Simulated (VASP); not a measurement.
Runs of VASP 6.6.1 on Ba. The structure is that of space group P6/mmm (No. 191), or close to it. The cells are those of the table. 

| cell | k mesh | gap on the mesh (eV) | pressure (GPa) |
| --- | --- | --- | --- |
| a = 7.151, b = 7.151, c = 4.248 Å, angles 90.0, 90.0, 120.0°, 3 atoms | 6 × 6 × 8 | none | 0.7 |
| a = 7.544, b = 7.544, c = 4.482 Å, angles 90.0, 90.0, 120.0°, 3 atoms | 6 × 6 × 8 | none | (a) |
| a = 7.450, b = 7.450, c = 4.426 Å, angles 90.0, 90.0, 120.0°, 3 atoms | 6 × 6 × 8 | none | (b) |
| a = 7.046, b = 7.046, c = 4.186 Å, angles 90.0, 90.0, 120.0°, 3 atoms | 6 × 6 × 8 | none | 1.2 |
| a = 7.254, b = 7.254, c = 4.309 Å, angles 90.0, 90.0, 120.0°, 3 atoms | 6 × 6 × 8 | none | 0.4 |
| a = 7.353, b = 7.353, c = 4.368 Å, angles 90.0, 90.0, 120.0°, 3 atoms | 6 × 6 × 8 | none | 0.0 |
| a = 7.353, b = 7.353, c = 4.368 Å, angles 90.0, 90.0, 120.0°, 3 atoms | 5 × 5 × 7 | none | 0.0 |

Alike in all rows: task single point; level revPBE; potentials or basis VASP PAW PBE potentials, release 64 (Ba_sv); no spin polarisation; cutoff (eV) 520; smearing fermi-dirac 0.1 eV.

**Question.** Fill in the values left out.

**Answer.** (a) -0.5; (b) -0.3.

Caveats: the PAW data sets were made with another functional, which shifts forces and pressure a little; spin-orbit coupling is left out, which moves the levels of the heavy elements.

A k mesh can miss the band edges, and the runs leave out spin-orbit coupling on Ba.

A gap of «none» marks levels without a gap at the run's occupations.
